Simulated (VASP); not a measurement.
## Ni: single point with r2SCAN

The system is Ni.

```
CELL_PARAMETERS angstrom
0.00000 3.53380 3.53380
1.76690 0.00000 1.76690
1.76690 1.76690 0.00000
ATOMIC_POSITIONS crystal
Ni 0.00000 0.00000 0.00000
Ni 0.50000 0.00000 0.00000
```

| Property | Result |
| --- | --- |
| Program | VASP 6.6.1 |
| Task | single point |
| Functional | r2SCAN |
| Potentials or basis | VASP PAW PBE potentials, release 64 (Ni) |
| Cutoff | 520 eV |
| k mesh | 6 × 12 × 12 |
| Occupations | fermi-dirac, width 0.1 eV |
| Spin | collinear spin, antiferromagnetic start |
| Starting moments | [2.0, -2.0] μB |

```yaml
Pressure: -11.0 GPa
Band_gap_on_the_k_mesh: zero (filled and empty bands overlap)
Net_moment: 0.00 μB per cell
Valence_electrons_inside_the_program's_atomic_spheres: Ni 9.33
```

Levels at points of the mesh, in eV from the Fermi level:
Spin up:
```
           k point  band 8  band 9  band 10  band 11  band 12  band 13
(0.00, 0.00, 0.00)   -0.83   -0.83    -0.13    -0.05    -0.05     6.24
(0.50, 0.00, 0.00)   -1.67   -0.71    -0.71    -0.71    -0.71    15.12
(0.00, 0.50, 0.00)   -0.05   -0.05     0.16     0.16     2.71     6.24
(0.50, 0.50, 0.00)   -1.07    0.00     0.01     2.66     2.66     9.03
```
Spin down:
```tsv
k point	band 6	band 7	band 8	band 9	band 10	band 11	band 12	band 13	band 14	band 15
(0.00, 0.00, 0.00)	-1.85	-1.85	-0.83	-0.83	-0.13	-0.05	-0.05	6.24	23.12	24.62
(0.50, 0.00, 0.00)	-1.67	-1.67	-1.67	-0.71	-0.71	-0.71	-0.71	15.12	15.12	24.76
(0.00, 0.50, 0.00)	-0.13	-0.12	-0.05	-0.05	0.16	0.16	2.71	6.24	9.76	15.64
(0.50, 0.50, 0.00)	-1.90	-1.07	-1.07	0.00	0.01	2.66	2.66	9.03	9.03	15.25
```

Wall time 2.4 min on 1 thread of Intel(R) Xeon(R) 6975P-C (Granite Rapids), with other jobs on the host, peak memory 0.2 GiB.

Caveat: the cell stands under tension; the PAW data sets were made with another functional, which shifts forces and pressure a little.
